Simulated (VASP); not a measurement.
# Ta (P6_3/mmc) in VASP: notebook, part 2 of 2

VASP 6.6.1. The steps go on from the part before.

## Step 3: Single point, PBEsol

This run uses another cell than the first one: it holds 2 atoms, not 4.

Contents of INCAR:

```
SYSTEM = Ta
PREC = Accurate
ENCUT = 520
EDIFF = 1E-6
ISMEAR = 0
SIGMA = 0.1
LREAL = .FALSE.
LASPH = .TRUE.
NELM = 80
ALGO = Normal
ISIF = 2
LWAVE = .FALSE.
LCHARG = .FALSE.
GGA = PS
NBANDS = 18
```

Contents of KPOINTS:

```
regular mesh
0
G
  18 18 8
  0 0 0
```

Contents of POSCAR:

```
Ta
1.0
    2.8669354474      0.0000000000      0.0000000000
   -1.4334677237      2.4828389284      0.0000000000
    0.0000000000      0.0000000000      5.0914149238
Ta
2
Direct
    0.6666666667      0.3333333333      0.7500000000
    0.3333333333      0.6666666667      0.2500000000
```

Potentials or basis: VASP PAW PBE potentials, release 64 (Ta_pv).

Started as:

```bash
$ cat potpaw_PBE.64/Ta_pv/POTCAR > POTCAR
$ mpirun -np 1 vasp_std > vasp.out
```

OUTCAR:

```text
SYSTEM = Ta
   PREC = Accurate
   ENCUT = 520
   EDIFF = 1E-6
   ISMEAR = 0
   LREAL = .FALSE.
   LASPH = .TRUE.
   NELM = 80
   ISIF = 2
   GGA = PS

 ion  position               nearest neighbor table
   1  0.667  0.333  0.750-   2 3.04   2 3.04   2 3.04   2 3.04   2 3.04   2 3.04
   2  0.333  0.667  0.250-   1 3.04   1 3.04   1 3.04   1 3.04   1 3.04   1 3.04

  LATTYP: Found a hexagonal cell.
 ALAT       =     2.8669354474
 C/A-ratio  =     1.7759084630

  Lattice vectors:

 A1 = (   2.8669354474,   0.0000000000,   0.0000000000)
 A2 = (  -1.4334677237,   2.4828389284,   0.0000000000)
 A3 = (   0.0000000000,   0.0000000000,   5.0914149238)

Analysis of symmetry for initial positions (statically):
=====================================================================
 Subroutine PRICEL returns:
 Original cell was already a primitive cell.

 Routine SETGRP: Setting up the symmetry group for a
 hexagonal supercell.

 Subroutine GETGRP returns: Found 24 space group operations
 (whereof 12 operations were pure point group operations)
 out of a pool of 24 trial point group operations.

The static configuration has the point symmetry D_3d.
 The point group associated with its full space group is D_6h.

Analysis of symmetry for dynamics (positions and initial velocities):
=====================================================================
 Subroutine PRICEL returns:
 Original cell was already a primitive cell.

 Routine SETGRP: Setting up the symmetry group for a
 hexagonal supercell.

 Subroutine GETGRP returns: Found 24 space group operations
 (whereof 12 operations were pure point group operations)
 out of a pool of 24 trial point group operations.

The dynamic configuration has the point symmetry D_3d.
 The point group associated with its full space group is D_6h.

 Subroutine INISYM returns: Found 24 space group operations
 (whereof 12 operations are pure point group operations),
 and found     1 'primitive' translations

[... 109 lines left out ...]
   ISMEAR =     0;   SIGMA  =   0.10  broadening in eV -4-tet -1-fermi 0-gaus
   EFERMI_NEDOS =   21; number of points for ismear=-14 and -15
   IALGO  =     38    algorithm
   IMIX   =      4    mixing-type and parameters
     AMIX     =   0.40;   BMIX     =  1.00
     AMIX_MAG =   1.60;   BMIX_MAG =  1.00
  volume/ion in A,a.u.               =      18.12       122.28
  Fermi-wavevector in a.u.,A,eV,Ry     =   1.386162  2.619467 26.142858  1.921446
  Thomas-Fermi vector in A             =   2.510504
   LORBIT       =      0    0 simple, 1 ext, 2 COOP (PROOUT), +10 PAW based schemes
   GGA     = PS    functional components
   LHFCALC =     F    Hartree Fock is set to
   AEXX    =    0.0000 exact exchange contribution
   IVDW    =     0    specifies the selected vdW correction
   LEPSILON=     F    determine dielectric tensor
   LRPA    =     F    only Hartree local field effects (RPA)
 non-spin polarized calculation
 Gauss-broadening in eV      SIGMA  =   0.10
  energy-cutoff  :      520.00
  volume of cell :       36.24
 maximum number of plane-waves:       991
 NGX is ok and might be reduce to    24

 number of electron      22.0000000 magnetization

 Free energy of the ion-electron system (eV)
  ---------------------------------------------------
  ext. energy  EPLUGINS =         0.00000000
  ---------------------------------------------------
  free energy    TOTEN  =       -24.51798852 eV

  energy without entropy =      -24.50540309  energy(sigma->0) =      -24.51169581

 E-fermi :   5.6962     XC(G=0): -12.6860

 val. band max:        5.6961008761   @ k =   0.2222   0.2222   0.0000
 cond. band min:       5.6975220453   @ k =   0.1111   0.1111   0.3750
 fundamental gap:      0.0014211692
 Fermi energy:         5.6961696374

 k-point     1 :       0.0000    0.0000    0.0000
  band No.  band energies     occupation
      1     -28.8065      2.00000
      2     -27.8704      2.00000
      3     -27.7577      2.00000
      4     -27.7577      2.00000
      5     -27.6631      2.00000
      6     -27.6631      2.00000
[... 481 lines left out ...]
      5     -28.0200      2.00000
      6     -27.9724      2.00000
[... 10 lines left out ...]
     17      13.3777      0.00000
     18      15.1223      0.00000

 [... further k-points ...]
[... 5 lines left out ...]
  --------------------------------------------------------------------------------------
  -------------------------------------------------------------------------------------
  Total        0.0244347      0.0244347      0.0252423      0.0000000      0.0000000     -0.0000000
  in kB        1.0802203      1.0802203      1.1159238      0.0000000      0.0000000     -0.0000000
  external PRESSURE =       1.0921215 kB  Pullay stress =       0.0000000 kB

 VOLUME and BASIS-vectors are now :
 -----------------------------------------------------------------------------
  energy-cutoff  :      520.00
  volume of cell :       36.24
      direct lattice vectors                 reciprocal lattice vectors
     2.866935447  0.000000000  0.000000000     0.348804505  0.201382375  0.000000000
    -1.433467724  2.482838928  0.000000000     0.000000000  0.402764750  0.000000000
     0.000000000  0.000000000  5.091414924     0.000000000  0.000000000  0.196409056

 POSITION                                       TOTAL-FORCE (eV/Angst)
 -----------------------------------------------------------------------------------
      1.43347      0.82761      3.81856        -0.000000      0.000000      0.000000
     -0.00000      1.65523      1.27285         0.000000     -0.000000      0.000000
 -----------------------------------------------------------------------------------
    total drift:                               -0.000000      0.000000     -0.000000

  FREE ENERGIE OF THE ION-ELECTRON SYSTEM (eV)
  ---------------------------------------------------
  free  energy   TOTEN  =       -24.5179885210 eV

  energy  without entropy=      -24.5054030948  energy(sigma->0) =      -24.51169581
```

OSZICAR:

```text
N       E                     dE             d eps       ncg     rms          rms(c)
DAV:   1     0.169229270227E+03    0.16923E+03   -0.12825E+04  6676   0.127E+03
DAV:   2    -0.212990895158E+02   -0.19053E+03   -0.18744E+03  8208   0.357E+02
DAV:   3    -0.254748631384E+02   -0.41758E+01   -0.41065E+01  7956   0.498E+01
DAV:   4    -0.255045781039E+02   -0.29715E-01   -0.29684E-01  7606   0.440E+00
DAV:   5    -0.255047907215E+02   -0.21262E-03   -0.21261E-03  7492   0.355E-01    0.192E+01
DAV:   6    -0.247615155987E+02    0.74328E+00   -0.76430E-01  7412   0.757E+00    0.934E+00
DAV:   7    -0.245219285948E+02    0.23959E+00   -0.66500E-01  7650   0.667E+00    0.469E-01
DAV:   8    -0.245180315602E+02    0.38970E-02   -0.98558E-03  7346   0.901E-01    0.128E-01
DAV:   9    -0.245179934965E+02    0.38064E-04   -0.23063E-04  7806   0.120E-01    0.519E-02
DAV:  10    -0.245179904441E+02    0.30524E-05   -0.27300E-05  8118   0.356E-02    0.664E-03
DAV:  11    -0.245179889278E+02    0.15162E-05   -0.22913E-06  5820   0.106E-02    0.436E-03
DAV:  12    -0.245179885210E+02    0.40680E-06   -0.19417E-07  3472   0.441E-03
   1 F= -.24517989E+02 E0= -.24511696E+02  d E =-.125854E-01
```

stdout:

```text
POSCAR found type information on POSCAR Ta
 POSCAR found :  1 types and       2 ions
 scaLAPACK will be used
 -----------------------------------------------------------------------------
|                                                                             |
|                                                                             |
|     You enforced a specific xc type in the INCAR file but a different       |
|     I HOPE YOU KNOW WHAT YOU ARE DOING!                                     |
|                                                                             |
 -----------------------------------------------------------------------------

 LDA part: xc-table for (Slater+PW92), standard interpolation
 POSCAR, INCAR and KPOINTS ok, starting setup
 FFT: planning ... GRIDC
 FFT: planning ... GRID_SOFT
 FFT: planning ... GRID
 WAVECAR not read
 entering main loop
```

It took 32 s on 1 thread of Intel Xeon 6975P-C (Granite Rapids), shared host; peak memory 0.23 GiB.

Results:

```
Free energy            : -24.5180 eV
Pressure               : 0.1 GPa
Band gap on the k mesh : zero (band 11 reaches 7.33 eV, above the bottom of band 12 at 4.94 eV)
```

Caveat: the PAW data sets were made with another functional, which shifts forces and pressure a little; spin-orbit coupling is left out, which moves the levels of the heavy elements.
